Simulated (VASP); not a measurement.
MgB2, 3 atoms in the cell. It takes space group P6/mmm (No. 191, hexagonal). Conventional cell: a = 3.043 Å, b = 3.043 Å, c = 3.475 Å, α = 90.00°, β = 90.00°, γ = 120.00°. Within 3.3 Å of Mg (site symmetry 6/mmm) lie 12 B at 2.47 Å and 6 Mg at 3.04 Å. B (site symmetry -6m2) has 3 B at 1.76 Å within 2.3 Å.  This cell differs from its parent crystal: volume scaled by 0.96.

* Program: VASP 6.6.1
* Task: single point
* Functional: LDA
* Potentials or basis: VASP PAW LDA potentials, release 64 (Mg, B)
* Cutoff: 520 eV
* k mesh: 12 × 12 × 9
* Occupations: fermi-dirac, width 0.05 eV
* Spin: no spin polarisation
* Dipole correction: no
* Further INCAR settings: ALGO = Normal; EDIFF = 1e-07; NBANDS = 11

Potentials or basis: VASP PAW LDA potentials, release 64 (Mg, B).

Launch:

```sh
$ cat potpaw_LDA.64/Mg/POTCAR potpaw_LDA.64/B/POTCAR > POTCAR
$ mpirun -np 1 vasp_std > vasp.out
```

Hardware: 1 thread of Intel(R) Xeon(R) Platinum 8488C (Sapphire Rapids), with other jobs on the host.

Task: How long does it take, and how much memory?

Result: Wall time 13 s on 1 thread of Intel(R) Xeon(R) Platinum 8488C (Sapphire Rapids) (shared host), peak memory 0.15 GiB. Counts: scf iterations 14, k points 95.
